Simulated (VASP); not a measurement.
# RbFe (Pmma) in VASP: single point with PBE

Aim: the single point of RbFe with PBE.

Program: VASP 6.6.1. These are calculated values, not measurements. Logs are shortened: lines on timing, memory, paths and dates and some standing lists are left out, and cuts for length are marked.

## 1. The cell of the first run

Symmetry: Pmma, No. 51, orthorhombic system. The conventional cell has a = 4.277 Å, b = 4.217 Å, c = 9.606 Å, α = 90.00°, β = 90.00°, γ = 90.00°. Within 4.7 Å of Rb (site symmetry mm2) lie 6 Fe at 3.57 to 3.71 Å and 4 Rb at 4.22 to 4.28 Å. Within 3.0 Å of Fe (site symmetry mm2) lie 2 Fe at 2.25 Å.

## 2. Single point, PBE, collinear spin, ferromagnetic start

Input file INCAR:

```
SYSTEM = RbFe
PREC = Accurate ; ENCUT = 520
EDIFF = 1E-6 ; ISMEAR = 0
SIGMA = 0.1 ; LREAL = .False.
LASPH = .True. ; NELM = 150
ALGO = Fast ; ISIF = 2
LWAVE = .False. ; LCHARG = .False.
ISPIN = 2 ; MAGMOM = 0 0 3.48 3.48
LORBIT = 11 ; LMAXMIX = 4
GGA = PE ; NBANDS = 29
```

Input file KPOINTS:

```
Automatic mesh
0
Gamma
  4 6 4
  0 0 0
```

Input file POSCAR:

```
RbFe
1.0
    4.2766729117      0.0000000000      0.0000000000
    0.0000000000      4.2167422639      0.0000000000
    0.0000000000      0.0000000000      9.6064770332
Rb Fe
2 2
Direct
    0.7500000000      0.0000000000      0.7369604762
    0.2500000000      0.0000000000      0.2630395238
    0.7500000000      0.5000000000      0.0368378831
    0.2500000000      0.5000000000      0.9631621169
```

Potentials or basis: VASP PAW PBE potentials, release 64 (Rb_sv, Fe).

Run with:

```
> cat potpaw_PBE.64/Rb_sv/POTCAR potpaw_PBE.64/Fe/POTCAR > POTCAR
> mpirun -np 1 vasp_std > vasp.out
```

OUTCAR:

```text
SYSTEM = RbFe
   PREC = Accurate
   ENCUT = 520
   EDIFF = 1E-6
   ISMEAR = 0
   LREAL = .False.
   LASPH = .True.
   NELM = 150
   ISIF = 2
   ISPIN = 2
   LORBIT = 11
   GGA = PE

 ion  position               nearest neighbor table
   1  0.750  0.000  0.737-   3 3.57   3 3.57   4 3.71   4 3.71   4 3.71   4 3.71   2 5.03   2 5.03
                             2 5.49   2 5.49
   2  0.250  0.000  0.263-   4 3.57   4 3.57   3 3.71   3 3.71   3 3.71   3 3.71   1 5.03   1 5.03
                             1 5.49   1 5.49
   3  0.750  0.500  0.037-   4 2.25   4 2.25   1 3.57   1 3.57   2 3.71   2 3.71   2 3.71   2 3.71

   4  0.250  0.500  0.963-   3 2.25   3 2.25   2 3.57   2 3.57   1 3.71   1 3.71   1 3.71   1 3.71

  LATTYP: Found a simple orthorhombic cell.
 ALAT       =     4.2167422639
 B/A-ratio  =     1.0142125470
 C/A-ratio  =     2.2781750536

  Lattice vectors:

 A1 = (   0.0000000000,  -4.2167422639,   0.0000000000)
 A2 = (   4.2766729117,   0.0000000000,   0.0000000000)
 A3 = (   0.0000000000,   0.0000000000,   9.6064770332)

Analysis of symmetry for initial positions (statically):
=====================================================================
 Subroutine PRICEL returns:
 Original cell was already a primitive cell.

 Routine SETGRP: Setting up the symmetry group for a
 simple orthorhombic supercell.

 Subroutine GETGRP returns: Found  8 space group operations
 (whereof  4 operations were pure point group operations)
 out of a pool of  8 trial point group operations.

The static configuration has the point symmetry C_2h.
 The point group associated with its full space group is D_2h.

Analysis of symmetry for dynamics (positions and initial velocities):
=====================================================================
 Subroutine PRICEL returns:
 Original cell was already a primitive cell.

 Routine SETGRP: Setting up the symmetry group for a
 simple orthorhombic supercell.

 Subroutine GETGRP returns: Found  8 space group operations
 (whereof  4 operations were pure point group operations)
 out of a pool of  8 trial point group operations.

The dynamic configuration has the point symmetry C_2h.
 The point group associated with its full space group is D_2h.

Analysis of structural, dynamic, and magnetic symmetry:
=====================================================================
 Subroutine PRICEL returns:
 Original cell was already a primitive cell.

 Routine SETGRP: Setting up the symmetry group for a
 simple orthorhombic supercell.

 Subroutine GETGRP returns: Found  8 space group operations
 (whereof  4 operations were pure point group operations)
 out of a pool of  8 trial point group operations.

The overall configuration has the point symmetry C_2h.
 The point group associated with its full space group is D_2h.

 Subroutine INISYM returns: Found  8 space group operations
 (whereof  4 operations are pure point group operations),
 and found     1 'primitive' translations

----------------------------------------------------------------------------------------

                                     Primitive cell

  volume of cell :     173.2396

  direct lattice vectors                    reciprocal lattice vectors
     4.276672912  0.000000000  0.000000000     0.233826627  0.000000000  0.000000000
     0.000000000  4.216742264  0.000000000     0.000000000  0.237149899  0.000000000
     0.000000000  0.000000000  9.606477033     0.000000000  0.000000000  0.104096434

  length of vectors
     4.276672912  4.216742264  9.606477033     0.233826627  0.237149899  0.104096434

  position of ions in fractional coordinates (direct lattice)
     0.750000000  0.000000000  0.736960476
     0.250000000  0.000000000  0.263039524
     0.750000000  0.500000000  0.036837883
     0.250000000  0.500000000  0.963162117

  ion indices of the primitive-cell ions
   primitive index   ion index
                 1           1
                 2           2
                 3           3
                 4           4

----------------------------------------------------------------------------------------

 KPOINTS: Automatic mesh

Automatic generation of k-mesh.
 Grid dimensions read from file:
 generate k-points for:    4    6    4

 Generating k-lattice:

  Cartesian coordinates                     Fractional coordinates (reciprocal lattice)
     0.058456657  0.000000000  0.000000000     0.250000000  0.000000000  0.000000000
     0.000000000  0.039524983  0.000000000     0.000000000  0.166666667  0.000000000
     0.000000000  0.000000000  0.026024108     0.000000000  0.000000000  0.250000000

  Length of vectors
     0.058456657  0.039524983  0.026024108

  Shift w.r.t. Gamma in fractional coordinates (k-lattice)
     0.000000000  0.000000000  0.000000000

 Subroutine IBZKPT returns following result:
 ===========================================

 Found     36 irreducible k-points:

 Following reciprocal coordinates:
            Coordinates               Weight
  0.000000  0.000000  0.000000      1.000000
  0.250000  0.000000  0.000000      2.000000
  0.500000  0.000000  0.000000      1.000000
  0.000000  0.166667  0.000000      2.000000
  0.250000  0.166667  0.000000      4.000000
  0.500000  0.166667  0.000000      2.000000
[... 16 lines left out ...]
  0.250000  0.500000  0.250000      4.000000
  0.500000  0.500000  0.250000      2.000000
 [... further k-points ...]
   k-points           NKPTS =     36   k-points in BZ     NKDIM =     36   number of bands    NBANDS=     29
   number of dos      NEDOS =    301   number of ions     NIONS =      4
   total plane-waves  NPLWV =  73728
   dimension x,y,z NGX =    32 NGY =   32 NGZ =   72
   dimension x,y,z NGXF=    64 NGYF=   64 NGZF=  144
   ions per type =               2   2
   NGX,Y,Z   is equivalent  to a cutoff of  12.44, 12.62, 12.46 a.u.
   NGXF,Y,Z  is equivalent  to a cutoff of  24.88, 25.23, 24.92 a.u.
 SYSTEM =  RbFe
   PREC   = accura    normal or accurate (medium, high low for compatibility)
   ISTART =      0    job   : 0-new  1-cont  2-samecut
   ICHARG =      2    charge: 1-file 2-atom 10-const
   ISPIN  =      2    spin polarized calculation?
   LNONCOLLINEAR =      F non collinear calculations
   LSORBIT =      F    spin-orbit coupling
   LASPH  =      T    aspherical Exc in radial PAW
   ENCUT  =  520.0 eV  38.22 Ry    6.18 a.u.   7.95  7.84 17.86*2*pi/ulx,y,z
   NELM   =    150;   NELMIN=  2; NELMDL= -5     # of ELM steps
   EDIFF  = 0.1E-05   stopping-criterion for ELM
   LREAL  =      F    real-space projection
   EDIFFG = 0.1E-04   stopping-criterion for IOM
   NSW    =      0    number of steps for IOM
   IBRION =     -1    ionic relax: 0-MD 1-quasi-New 2-CG
   NFREE  =      0    steps in history (QN), initial steepest desc. (CG)
   ISIF   =      2    stress and relaxation
   ISYM   =      2    0-nonsym 1-usesym 2-fastsym
   POTIM  = 0.5000    time-step for ionic-motion
   TEBEG  =    0.0;   TEEND  =   0.0 temperature during run
   PSTRESS=    0.0 pullay stress
   NELECT =      34.0000    total number of electrons
   NUPDOWN=      -1.0000    fix difference up-down
   EMIN   =  10.00;   EMAX   =-10.00  energy-range for DOS
   EFERMI =   0.00;   METHOD = LEGACY
   ISMEAR =     0;   SIGMA  =   0.10  broadening in eV -4-tet -1-fermi 0-gaus
   EFERMI_NEDOS =   21; number of points for ismear=-14 and -15
   IALGO  =     68    algorithm
   IMIX   =      4    mixing-type and parameters
     AMIX     =   0.40;   BMIX     =  1.00
     AMIX_MAG =   1.60;   BMIX_MAG =  1.00
  volume/ion in A,a.u.               =      43.31       292.27
  Fermi-wavevector in a.u.,A,eV,Ry     =   0.951376  1.797839 12.314847  0.905116
  Thomas-Fermi vector in A             =   2.079840
   LORBIT       =     11    0 simple, 1 ext, 2 COOP (PROOUT), +10 PAW based schemes
   GGA     = PE    functional components
   LHFCALC =     F    Hartree Fock is set to
   AEXX    =    0.0000 exact exchange contribution
   IVDW    =     0    specifies the selected vdW correction
   LEPSILON=     F    determine dielectric tensor
   LRPA    =     F    only Hartree local field effects (RPA)
 spin polarized calculation
 RMM-DIIS sequential band-by-band and
 Gauss-broadening in eV      SIGMA  =   0.10
  energy-cutoff  :      520.00
  volume of cell :      173.24
 maximum number of plane-waves:      4696
 NGX is ok and might be reduce to    32
   NGX = 15   NGY = 15   NGZ = 35

 number of electron      34.0000009 magnetization       5.5697060

 Free energy of the ion-electron system (eV)
  ---------------------------------------------------
  ext. energy  EPLUGINS =         0.00000000
  ---------------------------------------------------
  free energy    TOTEN  =       -14.20035880 eV

  energy without entropy =      -14.18411947  energy(sigma->0) =      -14.19223914

 E-fermi :   0.8157     XC(G=0):  -7.0354

 val. band max:        0.8145570224   @ k =   0.2500   0.1667   0.0000
 cond. band min:       0.8243715262   @ k =   0.5000   0.0000   0.0000
 fundamental gap:      0.0098145037
 Fermi energy:         0.8157395565

 spin component 1

 k-point     1 :       0.0000    0.0000    0.0000
  band No.  band energies     occupation
      1     -27.2855      1.00000
      2     -27.2834      1.00000
      3     -11.4493      1.00000
      4     -11.3652      1.00000
      5     -11.3304      1.00000
      6     -11.3228      1.00000
[... 21 lines left out ...]
     28       6.6612      0.00000
     29       6.8162      0.00000

 k-point     2 :       0.2500    0.0000    0.0000
  band No.  band energies     occupation
      1     -27.2789      1.00000
      2     -27.2775      1.00000
      3     -11.4610      1.00000
      4     -11.4562      1.00000
      5     -11.4189      1.00000
      6     -11.3591      1.00000
[... 21 lines left out ...]
     28       6.4291      0.00000
     29       6.5248      0.00000

 k-point     3 :       0.5000    0.0000    0.0000
  band No.  band energies     occupation
      1     -27.2719      1.00000
      2     -27.2719      1.00000
      3     -11.5845      1.00000
      4     -11.5845      1.00000
      5     -11.3710      1.00000
      6     -11.3710      1.00000
[... 638 lines left out ...]
      5     -11.4247      1.00000
      6     -11.4201      1.00000
[... 21 lines left out ...]
     28       5.3231      0.00000
     29       5.8544      0.00000

 k-point    24 :       0.5000    0.5000    0.2500
  band No.  band energies     occupation
      1     -27.2576      1.00000
      2     -27.2576      1.00000
      3     -11.5392      1.00000
      4     -11.5392      1.00000
      5     -11.5216      1.00000
      6     -11.5216      1.00000
[... 21 lines left out ...]
     28       4.1736      0.00000
     29       6.4382      0.00000

 [... further k-points ...]

 spin component 2

 k-point     1 :       0.0000    0.0000    0.0000
  band No.  band energies     occupation
      1     -27.2979      1.00000
      2     -27.2958      1.00000
      3     -11.4701      1.00000
      4     -11.3860      1.00000
      5     -11.3430      1.00000
      6     -11.3351      1.00000
[... 21 lines left out ...]
     28       6.6870      0.00000
     29       6.9171      0.00000

 k-point     2 :       0.2500    0.0000    0.0000
  band No.  band energies     occupation
      1     -27.2913      1.00000
      2     -27.2898      1.00000
      3     -11.4745      1.00000
      4     -11.4695      1.00000
      5     -11.4398      1.00000
      6     -11.3801      1.00000
[... 21 lines left out ...]
     28       6.2287      0.00000
     29       6.5464      0.00000

 k-point     3 :       0.5000    0.0000    0.0000
  band No.  band energies     occupation
      1     -27.2842      1.00000
      2     -27.2842      1.00000
      3     -11.5988      1.00000
      4     -11.5988      1.00000
      5     -11.3921      1.00000
      6     -11.3921      1.00000
[... 638 lines left out ...]
      5     -11.4381      1.00000
      6     -11.4335      1.00000
[... 21 lines left out ...]
     28       5.3140      0.00000
     29       5.9174      0.00000

 k-point    24 :       0.5000    0.5000    0.2500
  band No.  band energies     occupation
      1     -27.2697      1.00000
      2     -27.2697      1.00000
      3     -11.5536      1.00000
      4     -11.5536      1.00000
      5     -11.5427      1.00000
      6     -11.5427      1.00000
[... 21 lines left out ...]
     28       4.3325      0.00000
     29       6.6407      0.00000

 [... further k-points ...]
[... 5 lines left out ...]
  --------------------------------------------------------------------------------------
  -------------------------------------------------------------------------------------
  Total       -0.1331019     -0.2340344     -0.0051535      0.0000000      0.0000000      0.0000000
  in kB       -1.2309708     -2.1644271     -0.0476616      0.0000000      0.0000000      0.0000000
  external PRESSURE =      -1.1476865 kB  Pullay stress =       0.0000000 kB

 VOLUME and BASIS-vectors are now :
 -----------------------------------------------------------------------------
  energy-cutoff  :      520.00
  volume of cell :      173.24
      direct lattice vectors                 reciprocal lattice vectors
     4.276672912  0.000000000  0.000000000     0.233826627  0.000000000  0.000000000
     0.000000000  4.216742264  0.000000000     0.000000000  0.237149899  0.000000000
     0.000000000  0.000000000  9.606477033     0.000000000  0.000000000  0.104096434

 POSITION                                       TOTAL-FORCE (eV/Angst)
 -----------------------------------------------------------------------------------
      3.20750      0.00000      7.07959         0.000000      0.000000      0.027630
      1.06917      0.00000      2.52688         0.000000      0.000000     -0.027630
      3.20750      2.10837      0.35388        -0.000000      0.000000     -0.027687
      1.06917      2.10837      9.25259        -0.000000     -0.000000      0.027687
 -----------------------------------------------------------------------------------
    total drift:                                0.000000      0.000000     -0.000000

  FREE ENERGIE OF THE ION-ELECTRON SYSTEM (eV)
  ---------------------------------------------------
  free  energy   TOTEN  =       -14.2003588018 eV

  energy  without entropy=      -14.1841194708  energy(sigma->0) =      -14.19223914

 total charge

# of ion       s       p       d       tot
------------------------------------------
    1        1.962   5.318   0.027   7.307
    2        1.962   5.318   0.027   7.307
    3        0.505   0.205   6.214   6.923
    4        0.505   0.205   6.214   6.923
--------------------------------------------------
tot          4.934  11.045  12.483  28.461

 magnetization (x)

# of ion       s       p       d       tot
------------------------------------------
    1       -0.004  -0.003  -0.005  -0.012
    2       -0.004  -0.003  -0.005  -0.012
    3        0.046   0.013   2.741   2.799
    4        0.046   0.013   2.741   2.799
--------------------------------------------------
tot          0.083   0.021   5.471   5.574
```

Wall time 15 min (1 thread of Intel Xeon 8259CL, shared host); peak memory 0.48 GiB.

Results:

```yaml
Free_energy: -14.2004 eV
Pressure: -0.1 GPa
Largest_force: 0.028 eV/Å
Net_moment: 5.57 μB per cell
Site_moments: Rb -0.01; Fe +2.80 μB
Valence_electrons_inside_the_program's_atomic_spheres: Rb 7.31; Fe 6.92
```

Forces in eV/Å, atoms in the order of the input:
```
Rb   0.000  0.000  0.028
Rb   0.000  0.000 -0.028
Fe   0.000  0.000 -0.028
Fe   0.000  0.000  0.028
```

Levels at points of the mesh, in eV from the Fermi level:
Spin up:
| k point | band 17 | band 18 | band 19 | band 20 | band 21 | band 22 | band 23 | band 24 |
| --- | --- | --- | --- | --- | --- | --- | --- | --- |
| (0.00, 0.00, 0.00) | -1.87 | -1.72 | -1.09 | -0.95 | -0.49 | 2.64 | 3.20 | 3.24 |
| (0.50, 0.00, 0.00) | -1.95 | -1.95 | -0.91 | -0.91 | 1.09 | 1.09 | 1.73 | 1.73 |
| (0.00, 0.50, 0.00) | -1.86 | -1.51 | -0.96 | -0.76 | 0.65 | 0.92 | 1.72 | 2.07 |
| (0.50, 0.50, 0.00) | -1.31 | -1.31 | -0.68 | -0.68 | 1.43 | 1.43 | 1.83 | 1.83 |
| (0.00, 0.00, 0.50) | -1.87 | -1.73 | -1.68 | -0.95 | 0.79 | 1.27 | 3.24 | 3.29 |
| (0.50, 0.00, 0.50) | -1.95 | -1.95 | -0.92 | -0.92 | 0.85 | 0.85 | 2.35 | 2.35 |
| (0.00, 0.50, 0.50) | -1.86 | -1.51 | -0.96 | -0.60 | 0.51 | 0.99 | 1.22 | 3.06 |
| (0.50, 0.50, 0.50) | -1.32 | -1.32 | -0.68 | -0.68 | 1.59 | 1.59 | 1.72 | 1.72 |
Spin down:
```tsv
k point	band 11	band 12	band 13	band 14	band 15	band 16	band 17	band 18
(0.00, 0.00, 0.00)	-1.04	-1.04	-0.79	-0.41	-0.08	0.17	0.24	0.55
(0.50, 0.00, 0.00)	-1.32	-1.32	-0.40	-0.40	0.01	0.01	0.84	0.84
(0.00, 0.50, 0.00)	-0.79	-0.42	-0.25	-0.22	-0.17	0.24	0.51	0.59
(0.50, 0.50, 0.00)	-0.89	-0.89	-0.80	-0.80	0.49	0.49	0.70	0.70
(0.00, 0.00, 0.50)	-1.05	-1.04	-0.51	-0.41	-0.15	0.24	0.55	0.69
(0.50, 0.00, 0.50)	-1.31	-1.31	-0.40	-0.40	0.02	0.02	0.57	0.57
(0.00, 0.50, 0.50)	-0.63	-0.42	-0.28	-0.24	-0.23	0.26	0.56	0.59
(0.50, 0.50, 0.50)	-0.89	-0.89	-0.82	-0.82	0.49	0.49	0.69	0.69
```

Caveat: the k points lie up to 0.37 Å⁻¹ apart.
